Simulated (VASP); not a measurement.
A run of VASP 6.6.1 is set up as follows.

Contents of POSCAR:

```
Ni
1.0
    0.0000000000      1.6650882909      1.6650882909
    1.6650882909      0.0000000000      1.6650882909
    1.6650882909      1.6650882909      0.0000000000
Ni
1
Direct
    0.0000000000      0.0000000000      0.0000000000
```

Contents of INCAR.step1:

```
SYSTEM = Ni
ALGO = Normal ; EDIFF = 1E-4
ENCUT = 520 ; GGA = PE
ISMEAR = 0 ; ISPIN = 2
LASPH = .TRUE. ; LCHARG = .FALSE.
LDAU = .TRUE. ; LDAUJ = 0
LDAUL = 2 ; LDAUTYPE = 2
LDAUU = 2 ; LMAXMIX = 4
LREAL = .FALSE. ; LWAVE = .TRUE.
MAGMOM = 1 ; NBANDS = 15
NELM = 150 ; PREC = Accurate
SIGMA = 0.025
```

The input INCAR.step2:

```
SYSTEM = Ni
ALGO = Normal ; BPARAM = 11.95
CPARAM = 0.0093 ; EDIFF = 1E-7
ENCUT = 520 ; ISIF = 2
ISMEAR = 0 ; ISPIN = 2
ISTART = 1 ; IVDW_NL = 2
LASPH = .TRUE. ; LCHARG = .FALSE.
LDAU = .TRUE. ; LDAUJ = 0
LDAUL = 2 ; LDAUPRINT = 1
LDAUTYPE = 2 ; LDAUU = 2
LMAXMIX = 4 ; LMIXTAU = .TRUE.
LORBIT = 11 ; LREAL = .FALSE.
LUSE_VDW = .TRUE. ; LWAVE = .FALSE.
MAGMOM = 1 ; METAGGA = R2SCAN
NBANDS = 15 ; NELM = 150
PREC = Accurate ; SIGMA = 0.025
```

Contents of KPOINTS:

```
k-points
0
G
  13 13 13
  0 0 0
```

Potentials or basis: VASP PAW PBE potentials, release 64 (Ni).

The run is started by

```sh
$ cat potpaw_PBE.64/Ni/POTCAR > POTCAR
$ cp INCAR.step1 INCAR
$ mpirun -np 1 vasp_std > vasp.out
$ cp INCAR.step2 INCAR
$ mpirun -np 1 vasp_std > vasp.out
```

(1) What does it give for the pressure?

(2) What does it give for the net moment?

(3) What does it give for the site moments?

Answers

(1) 27.9 GPa.

(2) 0.64 μB per cell.

(3) Ni +0.65 μB.

Caveat: the cell stands under pressure; the PAW data sets were made with another functional, which shifts forces and pressure a little; the U is typed as a test and isn't derived for this compound.
